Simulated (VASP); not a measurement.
Here is a VASP 6.6.1 calculation.

File INCAR:

```
ALGO = Fast ; EDIFF = 1E-7
ENCUT = 520 ; GGA = PE
ISIF = 2 ; ISMEAR = 0
LASPH = T ; LCHARG = F
LREAL = F ; LWAVE = F
NBANDS = 51 ; NELM = 60
PREC = Accurate ; SIGMA = 0.1
```

Contents of KPOINTS:

```
k-points
0
Gamma
  12 12 4
```

The input POSCAR:

```
Mo5W
1.0
    3.1641359000      0.0000000000      0.0000000000
    0.0000000000      3.1641359000      0.0000000000
    0.0000000000      0.0000000000      9.4951626000
Mo W
5 1
Direct
    0.0000000000      0.0000000000      0.6660800000
    0.5000000000      0.5000000000      0.8328750000
    0.5000000000      0.5000000000      0.1671250000
    0.0000000000      0.0000000000      0.3339200000
    0.5000000000      0.5000000000      0.5000000000
    0.0000000000      0.0000000000      0.0000000000
```

Potentials or basis: VASP PAW PBE potentials, release 64 (Mo_sv, W_sv).

The run is started by

```sh
$ cat potpaw_PBE.64/Mo_sv/POTCAR potpaw_PBE.64/W_sv/POTCAR > POTCAR
$ mpirun -np 1 vasp_std > vasp.out
```

Question: Estimate the pressure.

Answer: 0.5 GPa.

Question: Predict the band gap on the k mesh.

Answer: Zero (bands 42 and 43 overlap by 1.98 eV).

Question: Estimate the largest force.

Answer: 0.007 eV/Å.

Forces in eV/Å, atoms in the order of the input:
```
Mo   0.000  0.000 -0.004
Mo   0.000  0.000 -0.007
Mo   0.000  0.000  0.007
Mo   0.000  0.000  0.004
Mo   0.000  0.000  0.000
W    0.000  0.000  0.000
```

Caveat: spin-orbit coupling is left out, which moves the levels of the heavy elements.
